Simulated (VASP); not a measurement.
Runs of VASP 6.6.1 on Co. The structure is that of space group P6_3/mmc (No. 194), or close to it. The cells are those of the table. 

| task | cell | gap on the mesh (eV) | pressure (GPa) | moment (μB) |
| --- | --- | --- | --- | --- |
| electric field gradients | a = 2.485, b = 2.485, c = 4.036 Å, angles 90.0, 90.0, 120.0°, 2 atoms | none | 0.7 | 3.20 |
| single point | a = 2.552, b = 2.552, c = 4.145 Å, angles 90.0, 90.0, 120.0°, 2 atoms | none | -13.5 | (c) |
| single point | a = 2.536, b = 2.536, c = 4.118 Å, angles 90.0, 90.0, 120.0°, 2 atoms | none | (a) | 3.30 |
| single point | a = 2.527, b = 2.527, c = 4.105 Å, angles 90.0, 90.0, 120.0°, 2 atoms | none | -8.9 | 3.29 |
| electric field gradients | a = 2.468, b = 2.468, c = 4.007 Å, angles 90.0, 90.0, 120.0°, 2 atoms | none | 5.3 | (b) |

Alike in all rows: level PBE; potentials or basis VASP PAW PBE potentials, release 64 (Co); spin collinear, ferromagnetic start; k mesh 19 × 19 × 10; cutoff (eV) 520; smearing fermi-dirac 0.05 eV.

**Question.** Fill in the values left out.

**Answer.** (a) -10.6; (b) 3.16; (c) 3.33.

Caveats: the cell stands under tension (at least some runs); the cell stands under pressure (at least some runs).

A gap of «none» marks levels without a gap at the run's occupations.
